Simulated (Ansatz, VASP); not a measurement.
**SrTiO3 in VASP and in Ansatz**

File POSCAR:

```
SrTiO3
1.0
    4.0240570466      0.0000000000      0.0000000000
    0.0000000000      4.0240570466      0.0000000000
    0.0000000000      0.0000000000      4.0240570466
Sr Ti O
1 1 3
Direct
    0.0000000000      0.0000000000      0.0000000000
    0.5000000000      0.5000000000      0.5000000000
    0.5000000000      0.5000000000      0.0000000000
    0.5000000000      0.0000000000      0.5000000000
    0.0000000000      0.5000000000      0.5000000000
```

The input INCAR.step1:

```
ALGO = Normal ; EDIFF = 1E-5
ENCUT = 520 ; GGA = PE
ISIF = 2 ; ISMEAR = 0
LASPH = T ; LCHARG = F
LREAL = F ; LWAVE = T
NBANDS = 28 ; NELM = 80
PREC = Accurate ; SIGMA = 0.01
```

The input INCAR.step2:

```
ALGO = Normal ; EDIFF = 1E-6
ENCUT = 520 ; GGA = PE
HFSCREEN = 0.2079 ; ISIF = 2
ISMEAR = 0 ; ISTART = 1
LASPH = T ; LCHARG = F
LHFCALC = T ; LREAL = F
LWAVE = F ; NBANDS = 28
NELM = 80 ; PREC = Accurate
PRECFOCK = Fast ; SIGMA = 0.01
```

The input KPOINTS:

```
k-points
0
Gamma
  4 4 4
```

Input for Ansatz:

```yaml
crystal:
  lattice:
    - [4.0240570466, 0.0, 0.0]
    - [0.0, 4.0240570466, 0.0]
    - [0.0, 0.0, 4.0240570466]
  atoms:
    - { symbol: Sr, position: [0.0, 0.0, 0.0] }
    - { symbol: Ti, position: [0.5, 0.5, 0.5] }
    - { symbol: O, position: [0.5, 0.5, 0.0] }
    - { symbol: O, position: [0.5, 0.0, 0.5] }
    - { symbol: O, position: [0.0, 0.5, 0.5] }
kpoints:
  mp_grid: { grid: [4, 4, 4] }
  band_path:
    path: [[0.0, 0.0, 0.0], [0.0, 0.5, 0.0], [0.5, 0.5, 0.0], [0.5, 0.5, 0.5]]
    npoints: 1
hamiltonian:
  xc: hse06
scf:
  occupations: { method: fixed }
  n_extra_bands: 5
output:
  forces: true
  stress: true
  eigenvalues: true
```

Change from the starting cell: hydrostatic strain +3.0%.

Alike in both runs: task single point; functional HSE06; k mesh 4 × 4 × 4; no spin polarisation.

```csv
,VASP,Ansatz
version,VASP 6.6.1,Ansatz 0.2.0
potentials or method,"VASP PAW PBE potentials, release 64 (Sr_sv, Ti_sv, O)","plane waves, PAW"
plane-wave cutoff (eV),520,420
occupations,"gaussian, width 0.01 eV",fixed
valence electrons in the cell,40,40
```

|  | VASP | Ansatz | Ansatz less VASP |
| --- | --- | --- | --- |
| gap on the k mesh at the Fermi level (eV) | 3.06 | 3.09 | +0.032 |
| pressure (GPa) | -14.8 | -15.3 | -0.51 |

Ansatz's warnings: stress exchange threshold loose, stress scf threshold loose.
